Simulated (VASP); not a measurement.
A run of VASP 6.6.1 is set up as follows.

Contents of INCAR:

```
SYSTEM = In3Sb
PREC = Accurate
ENCUT = 520
EDIFF = 1E-7
ISMEAR = -1
SIGMA = 0.01
LREAL = .False.
LASPH = .True.
NELM = 80
ALGO = Normal
ISIF = 2
LWAVE = .False.
LCHARG = .False.
GGA = PS
NBANDS = 30
```

File KPOINTS:

```
Automatic mesh
0
Gamma
  5 5 5
  0 0 0
```

POSCAR

```
In3Sb
1.0
    4.7569338910      0.0000000000      0.0000000000
    0.0000000000      4.7569338910      0.0000000000
    0.0000000000      0.0000000000      4.7569338910
Sb In
1 3
Direct
    0.0000000000      0.0000000000      0.0000000000
    0.0000000000      0.5000000000      0.5000000000
    0.5000000000      0.0000000000      0.5000000000
    0.5000000000      0.5000000000      0.0000000000
```

Potentials or basis: VASP PAW PBE potentials, release 64 (Sb, In_d).

Command:

```sh
$ cat potpaw_PBE.64/Sb/POTCAR potpaw_PBE.64/In_d/POTCAR > POTCAR
$ mpirun -np 1 vasp_std > vasp.out
```

Problem. Estimate the band gap on the k mesh.

Solution. Zero (bands 22 and 23 overlap by 2.27 eV).

Problem. What does it give for the pressure?

Solution. 0.0 GPa.

Caveat: the PAW data sets were made with another functional, which shifts forces and pressure a little; spin-orbit coupling is left out, which moves the levels of the heavy elements.
